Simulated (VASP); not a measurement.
Wanted: the native input for a VASP 6.6.1 run.

| Quantity | Value |
| --- | --- |
| Task | single point |
| Functional | LDA |
| Potentials or basis | VASP PAW LDA potentials, release 64 (Mo_sv, S) |
| Cutoff | 520 eV |
| k mesh | 10 × 10 × 5 |
| Occupations | gaussian, width 0.15 eV |
| Spin | no spin polarisation |
| Dipole correction | no |
| Further INCAR settings | ALGO = Normal; EDIFF = 1e-06; NBANDS = 20 |

The structure of MoS2 lies in POSCAR:

```
MoS2
1.0
    3.2907646979      0.0000000000      0.0000000000
   -1.6453818392      2.8498851331      0.0000000000
    0.0000000000      0.0000000000      6.4362784120
Mo S
1 2
Direct
    0.0000000000      0.0000000000      0.5000000000
    0.3333333333      0.6666666667      0.2553190000
    0.6666666667      0.3333333333      0.7446810000
```

One way to write it, as run:

INCAR

```
ALGO = Normal
EDIFF = 1E-6
ENCUT = 520
ISIF = 2
ISMEAR = 0
LASPH = T
LCHARG = F
LREAL = F
LWAVE = F
NBANDS = 20
NELM = 60
PREC = Accurate
SIGMA = 0.15
```

KPOINTS

```
k-points
0
Gamma
  10 10 5
```

Potentials or basis: VASP PAW LDA potentials, release 64 (Mo_sv, S).

Command:

```bash
$ cat potpaw_LDA.64/Mo_sv/POTCAR potpaw_LDA.64/S/POTCAR > POTCAR
$ mpirun -np 1 vasp_std > vasp.out
```

Results of the run:

The pressure is -12.0 GPa. The largest force is 0.976 eV/Å and the band gap on the k mesh is zero (band 13 reaches 6.41 eV, above the bottom of band 14 at 5.66 eV).

It took 17 s on 1 thread of Intel(R) Xeon(R) 6975P-C (Granite Rapids) (shared host), peak memory 0.19 GiB.
